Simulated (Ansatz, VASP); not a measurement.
## Zr in VASP and in Ansatz

Contents of INCAR:

```
SYSTEM = Zr
ALGO = Normal
EDIFF = 1E-6
ENCUT = 500
GGA = PE
GGA_COMPAT = .False.
ISIF = 2
ISMEAR = 1
LASPH = .True.
LCHARG = .False.
LREAL = .False.
LWAVE = .False.
NBANDS = 12
NELM = 120
PREC = Accurate
SIGMA = 0.1
```

The input KPOINTS:

```
k-points
0
Gamma
  9 9 9
  0 0 0
```

POSCAR

```
Zr
1.0
   -1.8100000000      1.8100000000      1.8100000000
    1.8100000000     -1.8100000000      1.8100000000
    1.8100000000      1.8100000000     -1.8100000000
Zr
1
Direct
    0.0000000000      0.0000000000      0.0000000000
```

Input for Ansatz:

```yaml
crystal:
  lattice:
    - [-1.81, 1.81, 1.81]
    - [1.81, -1.81, 1.81]
    - [1.81, 1.81, -1.81]
  atoms:
    - { symbol: Zr, position: [0.0, 0.0, 0.0] }
kpoints:
  mp_grid:
    grid: [9, 9, 9]
  band_path:
    path:
      - [0.0, 0.0, 0.0]
      - [0.5, -0.5, 0.5]
      - [0.0, 0.0, 0.5]
      - [0.0, 0.0, 0.0]
      - [0.25, 0.25, 0.25]
    npoints: 8
hamiltonian:
  xc: pbe
  pseudopotentials:
    kind: paw
scf:
  occupations:
    method: cold
output:
  stress: true
```

Alike in both runs: task single point; functional PBE; k mesh 9 × 9 × 9; no spin polarisation.

|  | VASP | Ansatz |
| --- | --- | --- |
| version | VASP 6.6.1 | Ansatz 0.2.0 |
| potentials or method | VASP PAW PBE potentials, release 64 (Zr_sv) | plane waves, PAW |
| plane-wave cutoff (eV) | 500 | 420 |
| occupations | methfessel-paxton of order 1, width 0.1 eV | cold |
| valence electrons in the cell | 12 | 12 |

```csv
,VASP,Ansatz,Ansatz less VASP
gap on the k mesh at the Fermi level (eV),none,none,-
pressure (GPa),-3.7,-3.7,+0.04
```

A gap of «none» marks a metal or a gap that the smearing closes.
